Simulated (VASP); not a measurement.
A run of VASP 6.6.1:

Contents of POSCAR:

```
AlNi
1.0
    2.8107817078      0.0000000000      0.0000000000
    0.0000000000      2.8107817078      0.0000000000
    0.0000000000      0.0000000000      2.8107817078
Ni Al
1 1
Direct
    0.0000000000      0.0000000000      0.0000000000
    0.5000000000      0.5000000000      0.5000000000
```

File INCAR.step1:

```
SYSTEM = AlNi
PREC = Accurate
ENCUT = 510
EDIFF = 1E-5
ISMEAR = -1
SIGMA = 0.1
LREAL = .FALSE.
LASPH = .TRUE.
NELM = 120
ALGO = Normal
ISIF = 2
LWAVE = .TRUE.
GGA = PE
NBANDS = 18
GGA_COMPAT = .FALSE.
```

INCAR.step2

```
SYSTEM = AlNi
PREC = Accurate
ENCUT = 510
EDIFF = 1E-6
ISMEAR = -1
SIGMA = 0.1
LREAL = .FALSE.
LASPH = .TRUE.
NELM = 120
ALGO = Normal
ISIF = 2
LWAVE = .FALSE.
LCHARG = .TRUE.
GGA = PE
LHFCALC = .TRUE.
HFSCREEN = 0.2079
PRECFOCK = Normal
LELF = .TRUE.
LVHAR = .TRUE.
ISTART = 1
NBANDS = 18
GGA_COMPAT = .FALSE.
```

Contents of KPOINTS:

```
Automatic mesh
0
G
  4 4 4
  0 0 0
```

Potentials or basis: VASP PAW PBE potentials, release 64 (Ni_sv_GW, Al).

The run is started by

```bash
$ cat potpaw_PBE.64/Ni_sv_GW/POTCAR potpaw_PBE.64/Al/POTCAR > POTCAR
$ cp INCAR.step1 INCAR
$ mpirun -np 1 vasp_std > vasp.out
$ cp INCAR.step2 INCAR
$ mpirun -np 1 vasp_std > vasp.out
```

Hardware: 1 thread of Intel(R) Xeon(R) Platinum 8488C (Sapphire Rapids), with other jobs on the host.

Task: How long does it take, and how much memory?

Result: It took 11 min on 1 thread of Intel(R) Xeon(R) Platinum 8488C (Sapphire Rapids), with other jobs on the host, peak memory 0.25 GiB. Counts: k points 10.
